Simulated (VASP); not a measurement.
A run of VASP 6.6.1 is set up as follows.

Contents of POSCAR:

```
HfN
1.0
    0.0000000000      2.4548220000      2.4548220000
    2.4548220000      0.0000000000      2.4548220000
    2.4548220000      2.4548220000      0.0000000000
Hf N
1 1
Direct
    0.0000000000      0.0000000000      0.0000000000
    0.7500000000      0.7500000000      0.7500000000
```

Contents of INCAR.step1:

```
  PREC = Accurate
  ENCUT = 660
  ISMEAR = 1
  SIGMA = 0.1
  LREAL = F
  LASPH = T
  NELM = 120
  NBANDS = 14
  GGA = PE
  ALGO = Normal
  EDIFF = 1E-5
  LWAVE = T
  LCHARG = F
  GGA_COMPAT = F
```

INCAR.step2

```
  PREC = Accurate
  ENCUT = 660
  EDIFF = 1E-6
  ISMEAR = 1
  SIGMA = 0.1
  LREAL = F
  LASPH = T
  NELM = 120
  ALGO = Normal
  ISIF = 2
  LWAVE = F
  LCHARG = F
  METAGGA = R2SCAN
  LMIXTAU = T
  NBANDS = 14
  ISTART = 1
  GGA_COMPAT = F
```

KPOINTS

```
Automatic mesh
0
Gamma
  5 5 5
```

Potentials or basis: VASP PAW PBE potentials, release 64 (Hf_pv, N).

Run with:

```sh
$ cat potpaw_PBE.64/Hf_pv/POTCAR potpaw_PBE.64/N/POTCAR > POTCAR
$ cp INCAR.step1 INCAR
$ mpirun -np 1 vasp_std > vasp.out
$ cp INCAR.step2 INCAR
$ mpirun -np 1 vasp_std > vasp.out
```

Q: Estimate the pressure.

A: -3.1 GPa.

Caveat: the k points lie up to 0.44 Å⁻¹ apart; the PAW data sets were made with another functional, which shifts forces and pressure a little.
